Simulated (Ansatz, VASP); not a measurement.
## One calculation of Ba, two programs

File POSCAR:

```
Ba
1.0
    7.2216150587      0.0000000000      0.0000000000
   -3.6108075293      6.2541020972      0.0000000000
    0.0000000000      0.0000000000      4.2379137977
Ba
3
Direct
    1.0000000000      0.0000000000      1.0000000000
    0.3333333333      0.6666666667      0.5000000000
    0.6666666667      0.3333333333      0.5000000000
```

The input INCAR.step1:

```
ALGO = Normal ; EDIFF = 1E-4
ENCUT = 520 ; GGA = PE
ISMEAR = -1 ; LASPH = T
LCHARG = F ; LREAL = F
LWAVE = T ; NBANDS = 22
NELM = 100 ; PREC = Accurate
SIGMA = 0.1
```

File INCAR.step2:

```
ALGO = Normal ; EDIFF = 1E-7
ENCUT = 520 ; ISIF = 2
ISMEAR = -1 ; ISTART = 1
LASPH = T ; LCHARG = F
LMIXTAU = T ; LREAL = F
LWAVE = F ; METAGGA = R2SCAN
NBANDS = 22 ; NELM = 100
PREC = Accurate ; SIGMA = 0.1
```

KPOINTS

```
k-points
0
Gamma
  6 6 8
```

Input for Ansatz:

```yaml
crystal:
  lattice:
    - [7.2216150587, 0.0, 0.0]
    - [-3.6108075293, 6.2541020972, 0.0]
    - [0.0, 0.0, 4.2379137977]
  atoms:
    - { symbol: Ba, position: [1.0, 0.0, 1.0] }
    - { symbol: Ba, position: [0.3333333333, 0.6666666667, 0.5] }
    - { symbol: Ba, position: [0.6666666667, 0.3333333333, 0.5] }
hamiltonian:
  xc: r2scan
  pseudopotentials:
    kind: paw
    azcp:
      Ba: "pseudopotentials/Ba.paw.azcp"
basis:
  ecutwfc: 500
  fft_grid_basis: typed
kpoints:
  mp_grid: { grid: [6, 6, 8], shift: [0, 0, 0] }
magnetization:
  spin_polarized: false
scf:
  occupations: { method: fermi_dirac, width: 0.1 }
  lower_state_search: "off"
output:
  stress: true
  write_density: true
  write_potential: true
  elf: true
  volumetric_format: npy
```

Alike in both runs: task single point; functional r2SCAN; k mesh 6 × 6 × 8; occupations fermi-dirac, width 0.1 eV; no spin polarisation.

```csv
,VASP,Ansatz
version,VASP 6.6.1,Ansatz 0.2.0
potentials or method,"VASP PAW PBE potentials, release 64 (Ba_sv), cutoff 520 eV","plane waves (500 eV) with PAW, scalar-relativistic"
valence electrons in the cell,30,30
```

VASP gave:

- pressure (GPa): 0.4

Question: Which values does Ansatz return?

Answer: Pressure (GPa): 0.3.

VASP's potentials were made for PBE, not for r2SCAN. The functional is the same, so the differences come from potentials, cutoffs and numerics.

Spin-orbit coupling is off throughout.
